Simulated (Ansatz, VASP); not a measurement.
# Two plane-wave programs on Ti

```xyz
2
Lattice="2.7030 0.0000 0.0000 -1.3515 2.3408 0.0000 0.0000 0.0000 5.5817" Properties=species:S:1:pos:R:3 pbc="T T T"
Ti    0.0000    1.5606    1.3954
Ti    1.3515    0.7803    4.1863
```

Alike in both runs: task single point; functional PBEsol; k mesh 24 × 24 × 12; occupations gaussian, width 0.15 eV; no spin polarisation.

|  | VASP | Ansatz |
| --- | --- | --- |
| version | VASP 6.6.1 | Ansatz 0.2.0 |
| potentials or method | VASP PAW PBE potentials, release 64 (Ti_sv), cutoff 520 eV | scalar-relativistic, plane waves, PAW |
| valence electrons in the cell | 24 | 24 |

Ansatz gave:

* gap on the k mesh at the Fermi level (eV): none
* pressure (GPa): -5.2
* traceless stress, the component that is largest in VASP (GPa): -11.88

Q: What did VASP give for the same quantities?

A: gap on the k mesh at the Fermi level (eV): none; pressure (GPa): -5.4; traceless stress, the component that is largest in VASP (GPa): -11.78.

VASP's potentials were made for PBE, not for PBEsol. A gap of «none» marks a metal or a gap that the smearing closes. With one functional, cell and mesh, what is left measures potentials, basis and numerics.
